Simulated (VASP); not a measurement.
# Sn2Te3Se (R-3m) in VASP: further runs

Sn2Te3Se is run at these levels: PBE; tasks: single point.

All numbers are computed with VASP 6.6.1; they aren't measurements. Logs are shortened: lines on timing, memory, paths and dates and some standing lists are left out, and cuts for length are marked.

### Step 1. The cell of the first run

Symmetry: R-3m, No. 166, trigonal system. Conventional cell: a = 6.581 Å, b = 6.581 Å, c = 15.526 Å, α = 90.00°, β = 90.00°, γ = 120.00°. Within 4.9 Å of Sn (site symmetry 3m) lie 9 Te at 3.73 to 3.83 Å and 3 Se at 3.85 Å and 4 Sn at 3.94 to 4.00 Å. Within 4.2 Å of Te (site symmetry 2/m) lie 2 Se at 3.21 Å and 4 Te at 3.29 Å and 6 Sn at 3.73 to 3.83 Å. Within 4.2 Å of Se (site symmetry -3m) lie 6 Te at 3.21 Å and 6 Sn at 3.85 Å.

The cell was generated, and may not be a known phase.

### Step 2. Single point, PBE

INCAR reads:

```
PREC = Accurate
ENCUT = 520
EDIFF = 1E-7
ISMEAR = 0
SIGMA = 0.1
LREAL = False
LASPH = True
NELM = 100
ALGO = Normal
ISIF = 2
LWAVE = False
LCHARG = True
GGA = PE
LELF = True
LVHAR = True
NBANDS = 35
```

KPOINTS reads:

```
Automatic mesh
0
Gamma
  3 3 3
```

POSCAR reads:

```
Sn2Te3Se
1.0
    3.2903826600      1.8997033100      5.1752999700
   -3.2903826600      1.8997033100      5.1752999700
    0.0000000000     -3.7994066300      5.1752999700
Sn Te Se
2 3 1
Direct
    0.6268090000      0.6268090000      0.6268090000
    0.3731910000      0.3731910000      0.3731910000
    0.0000000000      0.5000000000      0.0000000000
    0.5000000000      0.0000000000      0.0000000000
    0.0000000000      0.0000000000      0.5000000000
    0.0000000000      0.0000000000      0.0000000000
```

Potentials or basis: VASP PAW PBE potentials, release 64 (Sn_d, Te, Se).

Run with:

```
cat potpaw_PBE.64/Sn_d/POTCAR potpaw_PBE.64/Te/POTCAR potpaw_PBE.64/Se/POTCAR > POTCAR
mpirun -np 1 vasp_std > vasp.out
```

OUTCAR:

```text
PREC = Accurate
   ENCUT = 520
   EDIFF = 1E-7
   ISMEAR = 0
   LREAL = False
   LASPH = True
   NELM = 100
   ISIF = 2
   GGA = PE

 ion  position               nearest neighbor table
   1  0.627  0.627  0.627-
   2  0.373  0.373  0.373-
   3  0.000  0.500  0.000-   6 3.21   6 3.21   5 3.29   5 3.29   4 3.29   4 3.29
   4  0.500  0.000  0.000-   6 3.21   6 3.21   5 3.29   5 3.29   3 3.29   3 3.29
   5  0.000  0.000  0.500-   6 3.21   6 3.21   4 3.29   3 3.29   3 3.29   4 3.29
   6  0.000  0.000  0.000-   3 3.21   4 3.21   3 3.21   4 3.21   5 3.21   5 3.21

  LATTYP: Found a trigonal (rhomboedric) cell.
 ALAT       =     6.4202196609
 COS(alpha) =     0.4746810872

  Lattice vectors:

 A1 = (   3.2903826600,   1.8997033100,   5.1752999700)
 A2 = (  -3.2903826600,   1.8997033100,   5.1752999700)
 A3 = (   0.0000000000,  -3.7994066300,   5.1752999700)

Analysis of symmetry for initial positions (statically):
=====================================================================
 Subroutine PRICEL returns:
 Original cell was already a primitive cell.

 Routine SETGRP: Setting up the symmetry group for a
 trigonal (rhombohedral) supercell.

 Subroutine GETGRP returns: Found 12 space group operations
 (whereof 12 operations were pure point group operations)
 out of a pool of 12 trial point group operations.

The static configuration has the point symmetry D_3d.

Analysis of symmetry for dynamics (positions and initial velocities):
=====================================================================
 Subroutine PRICEL returns:
 Original cell was already a primitive cell.

 Routine SETGRP: Setting up the symmetry group for a
 trigonal (rhombohedral) supercell.

 Subroutine GETGRP returns: Found 12 space group operations
 (whereof 12 operations were pure point group operations)
 out of a pool of 12 trial point group operations.

The dynamic configuration has the point symmetry D_3d.

 Subroutine INISYM returns: Found 12 space group operations
 (whereof 12 operations are pure point group operations),
 and found     1 'primitive' translations

----------------------------------------------------------------------------------------

                                     Primitive cell

  volume of cell :     194.0971

  direct lattice vectors                    reciprocal lattice vectors
     3.290382660  1.899703310  5.175299970     0.151958010  0.087732998  0.064408505
    -3.290382660  1.899703310  5.175299970    -0.151958010  0.087732998  0.064408505
     0.000000000 -3.799406630  5.175299970     0.000000000 -0.175465996  0.064408505

  length of vectors
     6.420219661  6.420219661  6.420219663     0.186913807  0.186913807  0.186913807

  position of ions in fractional coordinates (direct lattice)
     0.626809000  0.626809000  0.626809000
     0.373191000  0.373191000  0.373191000
     1.000000000  0.500000000  0.000000000
     0.500000000  1.000000000  0.000000000
     0.000000000  0.000000000  0.500000000
     0.000000000  0.000000000  0.000000000

  ion indices of the primitive-cell ions
   primitive index   ion index
                 1           1
                 2           2
                 3           3
                 4           4
                 5           5
                 6           6

----------------------------------------------------------------------------------------

 KPOINTS: Automatic mesh

Automatic generation of k-mesh.
 Grid dimensions read from file:
 generate k-points for:    3    3    3

 Generating k-lattice:

  Cartesian coordinates                     Fractional coordinates (reciprocal lattice)
     0.050652670  0.029244333  0.021469502     0.333333333 -0.000000000  0.000000000
    -0.050652670  0.029244333  0.021469502    -0.000000000  0.333333333  0.000000000
     0.000000000 -0.058488665  0.021469502     0.000000000  0.000000000  0.333333333

  Length of vectors
     0.062304602  0.062304602  0.062304602

  Shift w.r.t. Gamma in fractional coordinates (k-lattice)
     0.000000000  0.000000000  0.000000000

 Subroutine IBZKPT returns following result:
 ===========================================

 Found      6 irreducible k-points:

 Following reciprocal coordinates:
            Coordinates               Weight
  0.000000  0.000000  0.000000      1.000000
  0.333333  0.000000  0.000000      6.000000
  0.333333  0.333333  0.000000      6.000000
 -0.333333  0.333333  0.000000      6.000000
  0.333333  0.333333  0.333333      2.000000
 -0.333333  0.333333  0.333333      6.000000
   k-points           NKPTS =      6   k-points in BZ     NKDIM =      6   number of bands    NBANDS=     35
   number of dos      NEDOS =    301   number of ions     NIONS =      6
   total plane-waves  NPLWV = 110592
   dimension x,y,z NGX =    48 NGY =   48 NGZ =   48
   dimension x,y,z NGXF=    96 NGYF=   96 NGZF=   96
   ions per type =               2   3   1
   NGX,Y,Z   is equivalent  to a cutoff of  12.43, 12.43, 12.43 a.u.
   NGXF,Y,Z  is equivalent  to a cutoff of  24.86, 24.86, 24.86 a.u.
 SYSTEM =  unknown system
   PREC   = accura    normal or accurate (medium, high low for compatibility)
   ISTART =      0    job   : 0-new  1-cont  2-samecut
   ICHARG =      2    charge: 1-file 2-atom 10-const
   ISPIN  =      1    spin polarized calculation?
   LNONCOLLINEAR =      F non collinear calculations
   LSORBIT =      F    spin-orbit coupling
   LASPH  =      T    aspherical Exc in radial PAW
   ENCUT  =  520.0 eV  38.22 Ry    6.18 a.u.  11.94 11.94 11.94*2*pi/ulx,y,z
   NELM   =    100;   NELMIN=  2; NELMDL= -5     # of ELM steps
   EDIFF  = 0.1E-06   stopping-criterion for ELM
   LREAL  =      F    real-space projection
   EDIFFG = 0.1E-05   stopping-criterion for IOM
   NSW    =      0    number of steps for IOM
   IBRION =     -1    ionic relax: 0-MD 1-quasi-New 2-CG
   NFREE  =      0    steps in history (QN), initial steepest desc. (CG)
   ISIF   =      2    stress and relaxation
   ISYM   =      2    0-nonsym 1-usesym 2-fastsym
   POTIM  = 0.5000    time-step for ionic-motion
   TEBEG  =    0.0;   TEEND  =   0.0 temperature during run
   PSTRESS=    0.0 pullay stress
   NELECT =      52.0000    total number of electrons
   NUPDOWN=      -1.0000    fix difference up-down
   EMIN   =  10.00;   EMAX   =-10.00  energy-range for DOS
   EFERMI =   0.00;   METHOD = LEGACY
   ISMEAR =     0;   SIGMA  =   0.10  broadening in eV -4-tet -1-fermi 0-gaus
   EFERMI_NEDOS =   21; number of points for ismear=-14 and -15
   IALGO  =     38    algorithm
   IMIX   =      4    mixing-type and parameters
     AMIX     =   0.40;   BMIX     =  1.00
     AMIX_MAG =   1.60;   BMIX_MAG =  1.00
  volume/ion in A,a.u.               =      32.35       218.31
  Fermi-wavevector in a.u.,A,eV,Ry     =   1.055366  1.994352 15.154124  1.113797
  Thomas-Fermi vector in A             =   2.190561
   LORBIT       =      0    0 simple, 1 ext, 2 COOP (PROOUT), +10 PAW based schemes
   GGA     = PE    functional components
   LHFCALC =     F    Hartree Fock is set to
   AEXX    =    0.0000 exact exchange contribution
   IVDW    =     0    specifies the selected vdW correction
   LEPSILON=     F    determine dielectric tensor
   LRPA    =     F    only Hartree local field effects (RPA)
 non-spin polarized calculation
 Gauss-broadening in eV      SIGMA  =   0.10
  energy-cutoff  :      520.00
  volume of cell :      194.10
 maximum number of plane-waves:      5263
   NGX = 23   NGY = 23   NGZ = 23

 number of electron      51.9999998 magnetization

 Free energy of the ion-electron system (eV)
  ---------------------------------------------------
  ext. energy  EPLUGINS =         0.00000000
  ---------------------------------------------------
  free energy    TOTEN  =       -18.17980269 eV

  energy without entropy =      -18.14628466  energy(sigma->0) =      -18.16304368

 E-fermi :   5.7172     XC(G=0):  -9.3351

 val. band max:        5.6137645498   @ k =  -0.3333   0.3333   0.3333
 cond. band min:       5.7814331807   @ k =  -0.3333   0.3333   0.0000
 fundamental gap:      0.1676686309
 Fermi energy:         5.7172119048

 k-point     1 :       0.0000    0.0000    0.0000
  band No.  band energies     occupation
      1     -16.5954      2.00000
      2     -16.5954      2.00000
      3     -16.5902      2.00000
      4     -16.5884      2.00000
      5     -16.5884      2.00000
      6     -16.5809      2.00000
[... 27 lines left out ...]
     34       9.5354      0.00000
     35      10.9881      0.00000

 k-point     2 :       0.3333    0.0000    0.0000
  band No.  band energies     occupation
      1     -16.5969      2.00000
      2     -16.5945      2.00000
      3     -16.5913      2.00000
      4     -16.5865      2.00000
      5     -16.5862      2.00000
      6     -16.5821      2.00000
[... 27 lines left out ...]
     34       8.7326      0.00000
     35      11.8186      0.00000

 k-point     3 :       0.3333    0.3333    0.0000
  band No.  band energies     occupation
      1     -16.5969      2.00000
      2     -16.5953      2.00000
      3     -16.5898      2.00000
      4     -16.5862      2.00000
      5     -16.5859      2.00000
      6     -16.5833      2.00000
[... 27 lines left out ...]
     34       8.2621      0.00000
     35      11.1214      0.00000

 k-point     4 :      -0.3333    0.3333    0.0000
  band No.  band energies     occupation
      1     -16.5984      2.00000
      2     -16.5932      2.00000
      3     -16.5904      2.00000
      4     -16.5868      2.00000
      5     -16.5845      2.00000
      6     -16.5824      2.00000
[... 27 lines left out ...]
     34       7.7822      0.00000
     35      11.3917      0.00000

 k-point     5 :       0.3333    0.3333    0.3333
  band No.  band energies     occupation
      1     -16.5957      2.00000
      2     -16.5957      2.00000
      3     -16.5886      2.00000
      4     -16.5880      2.00000
      5     -16.5880      2.00000
      6     -16.5809      2.00000
[... 27 lines left out ...]
     34       8.6017      0.00000
     35      11.5402      0.00000

 k-point     6 :      -0.3333    0.3333    0.3333
  band No.  band energies     occupation
      1     -16.5970      2.00000
      2     -16.5957      2.00000
      3     -16.5892      2.00000
      4     -16.5853      2.00000
      5     -16.5852      2.00000
      6     -16.5821      2.00000
[... 27 lines left out ...]
     34       7.8745      0.00000
     35      11.3235      0.00000

------------------------ aborting loop because EDIFF is reached ----------------------------------------

  FORCE on cell =-STRESS in cart. coord.  units (eV):
  Direction    XX          YY          ZZ          XY          YZ          ZX
  --------------------------------------------------------------------------------------
  -------------------------------------------------------------------------------------
  Total       -3.2578484     -3.2578484     -6.2421328      0.0000000      0.0000000     -0.0000000
  in kB      -26.8919619    -26.8919619    -51.5257852      0.0000000      0.0000000     -0.0000000
  external PRESSURE =     -35.1032363 kB  Pullay stress =       0.0000000 kB

 VOLUME and BASIS-vectors are now :
 -----------------------------------------------------------------------------
  energy-cutoff  :      520.00
  volume of cell :      194.10
      direct lattice vectors                 reciprocal lattice vectors
     3.290382660  1.899703310  5.175299970     0.151958010  0.087732998  0.064408505
    -3.290382660  1.899703310  5.175299970    -0.151958010  0.087732998  0.064408505
     0.000000000 -3.799406630  5.175299970     0.000000000 -0.175465996  0.064408505

 POSITION                                       TOTAL-FORCE (eV/Angst)
 -----------------------------------------------------------------------------------
      0.00000     -0.00000      9.73177         0.000000     -0.000000      0.002396
      0.00000     -0.00000      5.79413         0.000000      0.000000     -0.002396
     -1.64519      0.94985      2.58765        -0.000000      0.000000      0.000000
      1.64519      0.94985      2.58765         0.000000      0.000000      0.000000
      0.00000     -1.89970      2.58765        -0.000000      0.000000      0.000000
      0.00000      0.00000      0.00000         0.000000      0.000000      0.000000
 -----------------------------------------------------------------------------------
    total drift:                                0.000000      0.000000     -0.000000

  FREE ENERGIE OF THE ION-ELECTRON SYSTEM (eV)
  ---------------------------------------------------
  free  energy   TOTEN  =       -18.1798026937 eV

  energy  without entropy=      -18.1462846639  energy(sigma->0) =      -18.16304368
```

It took 3.3 min on 1 thread of Intel Xeon 8259CL, shared host; peak memory 0.33 GiB.

What came out:

```
Free energy            : -18.1798 eV
Pressure               : -3.5 GPa
Band gap on the k mesh : zero (bands 26 and 27 overlap by 0.96 eV)
```

Forces in eV/Å, atoms in the order of the input:
```
Sn   0.000  0.000  0.002
Sn   0.000  0.000 -0.002
Te   0.000  0.000  0.000
Te   0.000  0.000  0.000
Te   0.000  0.000  0.000
Se   0.000  0.000  0.000
```

Caveat: the k points lie up to 0.39 Å⁻¹ apart, too coarse for converged energies and pressures of a metal; spin-orbit coupling is left out, which moves the levels of the heavy elements.

### Step 3. Single point, PBE

This run uses another cell than the first one, of 33.26 Å³/atom.

INCAR reads:

```
PREC = Accurate ; ENCUT = 520
EDIFF = 1E-6 ; ISMEAR = 0
SIGMA = 0.1 ; LREAL = False
LASPH = True ; NELM = 80
ALGO = Normal ; ISIF = 2
LWAVE = False ; LCHARG = True
GGA = PE ; LELF = True
LVHAR = True ; NBANDS = 35
```

KPOINTS reads:

```
regular mesh
0
Gamma
  6 6 6
```

POSCAR reads:

```
Sn2Te3Se
1.0
    3.9691997959      2.2916185695      3.6562634773
   -3.9691997959      2.2916185695      3.6562634773
    0.0000000000     -4.5832371425      3.6562634751
Sn Te Se
2 3 1
Direct
    0.6504888008      0.6504888008      0.6504888008
    0.3495111992      0.3495111992      0.3495111992
    0.0000000000      0.5000000000      0.0000000000
    0.5000000000      0.0000000000      0.0000000000
    0.0000000000      0.0000000000      0.5000000000
    0.0000000000      0.0000000000      0.0000000000
```

Potentials or basis: VASP PAW PBE potentials, release 64 (Sn_d, Te, Se).

Run with:

```
cat potpaw_PBE.64/Sn_d/POTCAR potpaw_PBE.64/Te/POTCAR potpaw_PBE.64/Se/POTCAR > POTCAR
mpirun -np 1 vasp_std > vasp.out
```

Run time: 11 min. Hardware: 1 thread of Intel Xeon 8259CL, shared host; peak memory 0.45 GiB.

Results (log left out):

```yaml
Free_energy: -20.0296 eV
Pressure: 0.0 GPa
Band_gap_on_the_k_mesh: zero (bands 26 and 27 overlap by 1.28 eV)
```

Stress tensor (GPa, compression positive):
```
 0.02  0.00  0.00
 0.00  0.02  0.00
 0.00  0.00 -0.06
```

Levels at points of the mesh, in eV from the Fermi level:
```tsv
k point	band 22	band 23	band 24	band 25	band 26	band 27	band 28	band 29	band 30	band 31
(0.00, 0.00, 0.00)	-1.55	-1.55	-0.86	-0.79	-0.72	0.06	0.06	2.63	2.63	2.92
(0.50, 0.00, 0.00)	-2.55	-1.99	-1.48	-1.10	-0.93	0.69	1.03	1.11	2.69	2.70
(0.50, 0.50, 0.00)	-2.47	-2.04	-1.64	-1.54	-1.39	-0.57	1.27	1.45	1.55	2.90
(0.50, 0.50, 0.50)	-1.96	-1.42	-1.42	-0.85	-0.85	-0.54	-0.31	-0.02	1.67	1.67
```

Caveat: spin-orbit coupling is left out, which moves the levels of the heavy elements.

The gap in the log of VASP goes by the Fermi energy; the results here count the filled bands.